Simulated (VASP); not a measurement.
A run of VASP 6.6.1 is set up as follows.

INCAR

```
SYSTEM = Ti
ALGO     = Normal         ! electronic algorithm
EDIFF    = 1E-6           ! SCF threshold, eV
ENCUT    = 520            ! plane-wave cutoff, eV
GGA      = PS             ! functional
ISIF     = 2              ! what is computed and relaxed
ISMEAR   = -1             ! smearing method
LASPH    = .True.         ! aspherical terms in the spheres
LCHARG   = .True.         ! write CHGCAR
LELF     = .True.         ! ELF
LREAL    = .False.        ! projectors in reciprocal space
LVHAR    = .True.       
LWAVE    = .False.        ! write WAVECAR
NBANDS   = 12             ! bands
NELM     = 100            ! most SCF steps
PREC     = Accurate       ! precision mode
SIGMA    = 0.05           ! smearing width, eV
```

Contents of KPOINTS:

```
k-points
0
Gamma
  14 14 14
  0 0 0
```

Contents of POSCAR:

```
Ti
1.0
   -1.6075008044      1.6075008044      1.6075008044
    1.6075008044     -1.6075008044      1.6075008044
    1.6075008044      1.6075008044     -1.6075008044
Ti
1
Direct
    0.0000000000      0.0000000000      0.0000000000
```

Potentials or basis: VASP PAW PBE potentials, release 64 (Ti_sv).

Run with:

```bash
$ cat potpaw_PBE.64/Ti_sv/POTCAR > POTCAR
$ mpirun -np 1 vasp_std > vasp.out
```

Problem. Estimate the band gap on the k mesh.

Solution. Zero (band 6 reaches 9.45 eV, above the bottom of band 7 at 7.73 eV).

Problem. Estimate the pressure.

Solution. -0.8 GPa.

Caveat: the PAW data sets were made with another functional, which shifts forces and pressure a little.
